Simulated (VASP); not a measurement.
Write the native input for VASP 6.6.1 that does the following.

| Item | Value |
| --- | --- |
| Task | single point |
| Functional | PBE |
| Potentials or basis | VASP PAW PBE potentials, release 64 (Hf_pv) |
| Cutoff | 520 eV |
| k mesh | 16 × 16 × 16 |
| Occupations | fermi-dirac, width 0.05 eV |
| Spin | no spin polarisation |
| Dipole correction | no |
| Further INCAR settings | ALGO = Normal; EDIFF = 1e-07; NBANDS = 17 |

The structure of Hf lies in POSCAR:

```
Hf
1.0
   -2.4171492065      2.4171492065      1.3275603919
    2.4171492065     -2.4171492065      1.3275603919
    2.4171492065      2.4171492065     -1.3275603919
Hf
2
Direct
   -0.3750000000     -0.1250000000     -0.2500000000
    0.3750000000      0.1250000000      0.2500000000
```

These files were run (other wordings do the same):

INCAR

```
SYSTEM = Hf
  PREC = Accurate
  ENCUT = 520
  EDIFF = 1E-7
  ISMEAR = -1
  SIGMA = 0.05
  LREAL = .FALSE.
  LASPH = .TRUE.
  NELM = 60
  ALGO = Normal
  ISIF = 2
  LWAVE = .FALSE.
  LCHARG = .FALSE.
  GGA = PE
  NBANDS = 17
```

KPOINTS

```
regular mesh
0
G
  16 16 16
  0 0 0
```

Potentials or basis: VASP PAW PBE potentials, release 64 (Hf_pv).

The run is started by

```sh
$ cat potpaw_PBE.64/Hf_pv/POTCAR > POTCAR
$ mpirun -np 1 vasp_std > vasp.out
```

Results of the run:

```yaml
Pressure: 72.6 GPa
Band_gap_on_the_k_mesh: zero (band 10 reaches 7.72 eV, above the bottom of band 11 at 6.21 eV)
```

Caveat: spin-orbit coupling is left out, which moves the levels of the heavy elements.

It took 71 s on 1 thread of Intel(R) Xeon(R) 6975P-C (Granite Rapids), with other jobs on the host, peak memory 0.27 GiB.
